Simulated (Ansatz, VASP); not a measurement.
# AgCl: VASP beside Ansatz

INCAR

```
  PREC = Accurate
  ENCUT = 520
  EDIFF = 1E-7
  ISMEAR = 0
  SIGMA = 0.05
  LREAL = F
  LASPH = T
  NELM = 100
  ALGO = Normal
  ISIF = 2
  LWAVE = F
  LCHARG = F
  GGA = PS
  NBANDS = 16
```

The input KPOINTS:

```
Automatic mesh
0
Gamma
  12 12 12
```

Contents of POSCAR:

```
AgCl
1.0
    3.3615587469     -0.0592947947     -0.0592947947
   -0.0592947947      3.3615587469     -0.0592947947
   -0.0592947947     -0.0592947947      3.3615587469
Ag Cl
1 1
Direct
    0.0000000000      0.0000000000      0.0000000000
    0.5000000000      0.5000000000      0.5000000000
```

Input for Ansatz:

```yaml
crystal:
  lattice:
    - [3.3615587469, -0.0592947947, -0.0592947947]
    - [-0.0592947947, 3.3615587469, -0.0592947947]
    - [-0.0592947947, -0.0592947947, 3.3615587469]
  atoms:
    - { symbol: Ag, position: [0.0, 0.0, 0.0] }
    - { symbol: Cl, position: [0.5, 0.5, 0.5] }
basis:
  ecutwfc: 420
kpoints:
  mp_grid: { grid: [12, 12, 12] }
hamiltonian:
  xc: pbesol
scf:
  occupations: { method: gaussian, width: 0.05 }
output:
  forces: true
  stress: true
  eigenvalues: true
```

Alike in both runs: task single point; functional PBEsol; k mesh 12 × 12 × 12; occupations gaussian, width 0.05 eV; no spin polarisation.

```csv
,VASP,Ansatz
version,VASP 6.6.1,Ansatz 0.2.0
potentials or method,"VASP PAW PBE potentials, release 64 (Ag, Cl), cutoff 520 eV","scalar-relativistic, plane waves, PAW"
valence electrons in the cell,18,26
```

VASP gave:

- gap on the k mesh at the Fermi level (eV): 0.33
- least direct gap on the mesh (eV): 2.11
- pressure (GPa): -1.6
- traceless stress, the component that is largest in VASP (GPa): -0.44

What did Ansatz give for the same quantities?

gap on the k mesh at the Fermi level (eV): 0.33; least direct gap on the mesh (eV): 2.11; pressure (GPa): -1.5; traceless stress, the component that is largest in VASP (GPa): -0.43.

VASP's potentials were made for PBE, not for PBEsol. VASP's potentials hold 18 valence electrons a cell and Ansatz's 26, so a difference there can come from the potentials and not from the codes.
